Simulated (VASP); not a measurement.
# CdS in VASP: a series of runs, part 2 of 2

VASP 6.6.1. Earlier steps stand in the parts before.

## (4) Single point, PBE (epitaxial xy strain -2.5%)

File INCAR:

```
SYSTEM = CdS
PREC     = Accurate       ! precision mode
ENCUT    = 520            ! plane-wave cutoff, eV
EDIFF    = 1E-6           ! SCF threshold, eV
ISMEAR   = -1             ! smearing method
SIGMA    = 0.02           ! smearing width, eV
LREAL    = .False.        ! projectors in reciprocal space
LASPH    = .True.         ! aspherical terms in the spheres
NELM     = 80             ! most SCF steps
ALGO     = Normal         ! electronic algorithm
ISIF     = 2              ! what is computed and relaxed
LWAVE    = .False.        ! write WAVECAR
LCHARG   = .True.         ! write CHGCAR
GGA      = PE             ! functional
LELF     = .True.         ! ELF
LVHAR    = .True.       
NBANDS   = 16             ! bands
```

File KPOINTS:

```
regular mesh
0
Gamma
  8 8 8
  0 0 0
```

File POSCAR:

```
CdS
1.0
    0.0000000000      2.8657344656      3.0438692751
    2.8657344656      0.0000000000      3.0438692751
    2.8657344656      2.8657344656      0.0000000000
Cd S
1 1
Direct
    0.0000000000      0.0000000000      0.0000000000
    0.2500000000      0.2500000000      0.2500000000
```

Potentials or basis: VASP PAW PBE potentials, release 64 (Cd, S).

Launch:

```bash
cat potpaw_PBE.64/Cd/POTCAR potpaw_PBE.64/S/POTCAR > POTCAR
mpirun -np 1 vasp_std > vasp.out
```

OUTCAR:

```text
SYSTEM = CdS
   PREC = Accurate
   ENCUT = 520
   EDIFF = 1E-6
   ISMEAR = -1
   LREAL = .False.
   LASPH = .True.
   NELM = 80
   ISIF = 2
   GGA = PE

 ion  position               nearest neighbor table
   1  0.000  0.000  0.000-   2 2.53   2 2.53   2 2.53   2 2.53
   2  0.250  0.250  0.250-   1 2.53   1 2.53   1 2.53   1 2.53

  LATTYP: Found a body centered tetragonal cell.
 ALAT       =     4.0527605474
 C/A-ratio  =     1.5021214501

  Lattice vectors:

[... 639 lines left out ...]

 [... further k-points ...]

------------------------ aborting loop because EDIFF is reached ----------------------------------------

  FORCE on cell =-STRESS in cart. coord.  units (eV):
  Direction    XX          YY          ZZ          XY          YZ          ZX
  --------------------------------------------------------------------------------------
  -------------------------------------------------------------------------------------
  Total        0.9317157      0.9317157      0.5629040      0.0000000     -0.0000000     -0.0000000
  in kB       29.8583694     29.8583694     18.0391903      0.0000000     -0.0000000     -0.0000000
  external PRESSURE =      25.9186430 kB  Pullay stress =       0.0000000 kB

 VOLUME and BASIS-vectors are now :
 -----------------------------------------------------------------------------
  energy-cutoff  :      520.00
  volume of cell :       50.00
      direct lattice vectors                 reciprocal lattice vectors
     0.000000000  2.865734466  3.043869275    -0.174475342  0.174475342  0.164264610
     2.865734466  0.000000000  3.043869275     0.174475342 -0.174475342  0.164264610
     2.865734466  2.865734466  0.000000000     0.174475342  0.174475342 -0.164264610

 POSITION                                       TOTAL-FORCE (eV/Angst)
 -----------------------------------------------------------------------------------
      0.00000      0.00000      0.00000         0.000000      0.000000      0.000000
      1.43287      1.43287      1.52193        -0.000000     -0.000000     -0.000000
 -----------------------------------------------------------------------------------
    total drift:                                0.000002      0.000002      0.000002

  FREE ENERGIE OF THE ION-ELECTRON SYSTEM (eV)
  ---------------------------------------------------
  free  energy   TOTEN  =        -6.1213041521 eV

  energy  without entropy=       -6.1213041521  energy(sigma->0) =       -6.12130415
```

OSZICAR:

```text
N       E                     dE             d eps       ncg     rms          rms(c)
DAV:   1     0.108299385560E+03    0.10830E+03   -0.90355E+03  1928   0.103E+03
DAV:   2    -0.238823052630E+01   -0.11069E+03   -0.10406E+03  2264   0.252E+02
DAV:   3    -0.664291697461E+01   -0.42547E+01   -0.42471E+01  2344   0.516E+01
DAV:   4    -0.666916191183E+01   -0.26245E-01   -0.26242E-01  2376   0.398E+00
DAV:   5    -0.666951849077E+01   -0.35658E-03   -0.35658E-03  2360   0.439E-01    0.796E+00
DAV:   6    -0.614019266043E+01    0.52933E+00   -0.84421E-01  2824   0.115E+01    0.641E+00
DAV:   7    -0.612094583332E+01    0.19247E-01   -0.19712E-01  2400   0.304E+00    0.314E+00
DAV:   8    -0.612118926238E+01   -0.24343E-03   -0.17955E-02  2256   0.169E+00    0.302E-01
DAV:   9    -0.612110482439E+01    0.84438E-04   -0.20805E-03  2312   0.671E-01    0.592E-02
DAV:  10    -0.612122969917E+01   -0.12487E-03   -0.24725E-04  2416   0.158E-01    0.680E-02
DAV:  11    -0.612131139330E+01   -0.81694E-04   -0.13178E-04  2224   0.911E-02    0.231E-02
DAV:  12    -0.612130321847E+01    0.81748E-05   -0.25092E-05  2592   0.646E-02    0.102E-02
DAV:  13    -0.612130448527E+01   -0.12668E-05   -0.41108E-06  2248   0.119E-02    0.111E-02
DAV:  14    -0.612130415212E+01    0.33315E-06   -0.31408E-07  1888   0.338E-03
   1 F= -.61213042E+01 E0= -.61213042E+01  d E =-.772650E-12
```

stdout:

```text
POSCAR found type information on POSCAR CdS
 POSCAR found :  2 types and       2 ions
 scaLAPACK will be used
 LDA part: xc-table for (Slater+PW92), standard interpolation
 POSCAR, INCAR and KPOINTS ok, starting setup
 FFT: planning ... GRIDC
 FFT: planning ... GRID_SOFT
 FFT: planning ... GRID
 WAVECAR not read
 entering main loop
```

It took 21 s on 1 thread of Intel Xeon Platinum 8559C (Emerald Rapids), shared host; peak memory 0.2 GiB.

Results:

```yaml
Free_energy: -6.1213 eV
Pressure: 2.6 GPa
Band_gap_on_the_k_mesh: 1.06 eV, direct
```

Levels at points of the mesh, in eV from the valence-band top:
| k point | band 7 | band 8 | band 9 | band 10 | band 11 | band 12 |
| --- | --- | --- | --- | --- | --- | --- |
| (0.00, 0.00, 0.00) | -0.20 | 0.00 | 0.00 | 1.06 | 6.50 | 6.51 |
| (0.50, 0.00, 0.00) | -4.41 | -0.93 | -0.67 | 2.91 | 6.76 | 7.19 |
| (0.50, 0.50, 0.00) | -4.21 | -1.74 | -1.74 | 3.67 | 4.61 | 8.74 |
| (0.50, 0.00, 0.50) | -3.85 | -2.03 | -1.93 | 3.44 | 4.12 | 9.32 |

Caveat: the cell differs from its parent crystal (epitaxial xy strain -2.5%).

## (5) The runs side by side

```tsv
level	cell	smearing	gap on the mesh (eV)	pressure (GPa)
r2SCAN	a = 4.157 Å, angles 60.0°, 2 atoms	gaussian 0.01 eV	1.54	0.3
r2SCAN	a = 4.198 Å, angles 60.0°, 2 atoms	gaussian 0.01 eV	1.47	-1.4
PBE	a = 4.181, b = 4.181, c = 4.053 Å, angles 61.0, 61.0, 58.0°, 2 atoms	fermi-dirac 0.02 eV	1.06	2.6
```

Alike in all rows: task single point; potentials or basis VASP PAW PBE potentials, release 64 (Cd, S); no spin polarisation; k mesh 8 × 8 × 8; cutoff (eV) 520.

Caveats: the PAW data sets were made with another functional, which shifts forces and pressure a little (some runs).

Total energies depend on the potentials used, so only differences within one code and one set of settings carry meaning.
